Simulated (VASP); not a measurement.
A run of VASP 6.6.1 is set up as follows.

The input POSCAR:

```
Al2Ru
1.0
    3.0593840999      0.0000000000      0.0000000000
    0.0000000000      3.0593840999      0.0000000000
    0.0000000000      0.0000000000      8.2760837368
Al Ru
4 2
Direct
    0.5000000000      0.5000000000      0.1601648196
    0.0000000000      0.0000000000      0.3398351804
    0.0000000000      0.0000000000      0.6601648196
    0.5000000000      0.5000000000      0.8398351804
    0.0000000000      0.0000000000      0.0000000000
    0.5000000000      0.5000000000      0.5000000000
```

INCAR.step1

```
PREC = Accurate
ENCUT = 520
ISMEAR = 0
SIGMA = 0.1
LREAL = F
LASPH = T
NELM = 60
NBANDS = 29
GGA = PE
ALGO = Normal
EDIFF = 1E-4
LWAVE = T
LCHARG = F
```

The input INCAR.step2:

```
PREC = Accurate
ENCUT = 520
EDIFF = 1E-6
ISMEAR = 0
SIGMA = 0.1
LREAL = F
LASPH = T
NELM = 60
ALGO = Normal
ISIF = 2
LWAVE = F
LCHARG = F
METAGGA = R2SCAN
LMIXTAU = T
NBANDS = 29
ISTART = 1
```

KPOINTS

```
Automatic mesh
0
Gamma
  12 12 4
```

Potentials or basis: VASP PAW PBE potentials, release 64 (Al, Ru_pv).

Command:

```bash
$ cat potpaw_PBE.64/Al/POTCAR potpaw_PBE.64/Ru_pv/POTCAR > POTCAR
$ cp INCAR.step1 INCAR
$ mpirun -np 1 vasp_std > vasp.out
$ cp INCAR.step2 INCAR
$ mpirun -np 1 vasp_std > vasp.out
```

Task: What does it give for the pressure?

Result: 12.6 GPa.

Task: Predict the largest force.

Result: 0.017 eV/Å.

Task: What does it give for the band gap on the k mesh?

Result: Zero (bands 20 and 21 overlap by 0.02 eV).

Forces on the atoms (eV/Å):
```
Al   0.000  0.000  0.017
Al   0.000  0.000 -0.017
Al   0.000  0.000  0.017
Al   0.000  0.000 -0.017
Ru   0.000  0.000  0.000
Ru   0.000  0.000  0.000
```

Caveat: the cell differs from its parent crystal (equal strain along all axes, cell held: -2.0 %, then relaxed in part); the cell stands under pressure; the PAW data sets were made with another functional, which shifts forces and pressure a little.
